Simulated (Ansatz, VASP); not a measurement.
# One calculation of Pt, two programs

File INCAR:

```
ALGO = Normal
EDIFF = 1E-6
ENCUT = 520
GGA = PE
ISIF = 2
ISMEAR = 0
LASPH = T
LCHARG = T
LELF = T
LREAL = F
LVHAR = T
LWAVE = F
NBANDS = 11
NELM = 100
PREC = Accurate
SIGMA = 0.1
```

KPOINTS

```
k-points
0
Gamma
  14 14 14
```

POSCAR

```
Pt
1.0
    0.0000000000      1.9857786488      1.9857786488
    1.9857786488      0.0000000000      1.9857786488
    1.9857786488      1.9857786488      0.0000000000
Pt
1
Direct
    0.0000000000      0.0000000000      0.0000000000
```

Input for Ansatz:

```yaml
crystal:
  lattice:
    - [0.0, 1.9857786488, 1.9857786488]
    - [1.9857786488, 0.0, 1.9857786488]
    - [1.9857786488, 1.9857786488, 0.0]
  atoms:
    - { symbol: Pt, position: [0.0, 0.0, 0.0] }
hamiltonian:
  xc: pbe
  pseudopotentials:
    kind: paw
    azcp:
      Pt: "pseudopotentials/Pt.paw.azcp"
basis:
  ecutwfc: 420
  fft_grid_basis: typed
kpoints:
  mp_grid: { grid: [14, 14, 14], shift: [0, 0, 0] }
magnetization:
  spin_polarized: false
scf:
  occupations: { method: gaussian, width: 0.1 }
  lower_state_search: "off"
output:
  stress: true
  write_density: true
  write_potential: true
  elf: true
  volumetric_format: npy
```

Alike in both runs: task single point; functional PBE; k mesh 14 × 14 × 14; occupations gaussian, width 0.1 eV; no spin polarisation.

|  | VASP | Ansatz |
| --- | --- | --- |
| version | VASP 6.6.1 | Ansatz 0.2.0 |
| potentials or method | VASP PAW PBE potentials, release 64 (Pt), cutoff 520 eV | plane waves (420 eV) with PAW, scalar-relativistic |
| valence electrons in the cell | 10 | 18 |

```tsv
	VASP	Ansatz	Ansatz less VASP
pressure (GPa)	-0.9	-0.4	+0.49
```

VASP's potentials hold 10 valence electrons a cell and Ansatz's 18, so a difference there can come from the potentials and not from the codes.

Neither program's run includes spin-orbit coupling.
